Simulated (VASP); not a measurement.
A run of VASP 6.6.1 is set up as follows.

File INCAR:

```
  PREC = Accurate
  ENCUT = 520
  EDIFF = 1E-7
  ISMEAR = -1
  SIGMA = 0.05
  LREAL = Auto
  LASPH = T
  NELM = 60
  ALGO = Normal
  ISIF = 2
  LWAVE = F
  LCHARG = F
  GGA = PE
  IVDW = 12
  NBANDS = 48
  NELECT = 66.0
```

Contents of KPOINTS:

```
Automatic mesh
0
Gamma
  2 2 2
```

POSCAR

```
LiSi16
1.0
    0.0000000000      5.4300000000      5.4300000000
    5.4300000000      0.0000000000      5.4300000000
    5.4300000000      5.4300000000      0.0000000000
Si Li
16 1
Direct
    0.0074272560      0.0061701657     -0.0147860037
    0.1246652855      0.1412671271      0.1199934622
    0.0073756906      0.0064546961      0.5071587477
    0.1564377532      0.1161158379      0.6168197053
   -0.0245918969      0.5098044199      0.0105088398
    0.1252956722      0.6191304788      0.1198348987
    0.0074267035      0.4845099448      0.5068745856
    0.1246649171      0.6192894107      0.6419713628
    0.4985064457      0.0057900552     -0.0010009208
    0.6334548803      0.1248103131      0.1183642726
    0.5279427256     -0.0090068140      0.4916987109
    0.6334486188      0.1249394107      0.6256449355
    0.4991873849      0.4981409761     -0.0011533149
    0.6038188766      0.6324479742      0.1331534991
    0.4985062615      0.4982935543      0.5064955801
    0.6334544199      0.6176588398      0.6255161142
    0.0633733886      0.8138906998      0.3145947514
```

Potentials or basis: VASP PAW PBE potentials, release 64 (Si, Li_sv).

Launch:

```sh
$ cat potpaw_PBE.64/Si/POTCAR potpaw_PBE.64/Li_sv/POTCAR > POTCAR
$ mpirun -np 1 vasp_std > vasp.out
```

Task: Predict the dispersion energy per atom.

Result: -0.321 eV.

Task: What does it give for the largest force?

Result: 0.037 eV/Å.

Forces in eV/Å, atoms in the order of the input:
```
Si  -0.013 -0.011  0.007
Si  -0.002 -0.005  0.005
Si  -0.003  0.003  0.003
Si  -0.012  0.003  0.003
Si  -0.003 -0.002 -0.002
Si  -0.008 -0.009 -0.009
Si  -0.013  0.007 -0.011
Si  -0.002  0.005 -0.005
Si   0.008  0.001  0.005
Si   0.002  0.005  0.007
Si   0.000  0.009  0.009
Si   0.006  0.007  0.007
Si   0.008  0.000  0.000
Si   0.007  0.000  0.000
Si   0.008  0.005  0.001
Si   0.002  0.007  0.005
Li   0.012 -0.024 -0.024
```

Caveat: the k points lie up to 0.50 Å⁻¹ apart; the cell carries a net charge on a neutralising background, which shifts energy and pressure.
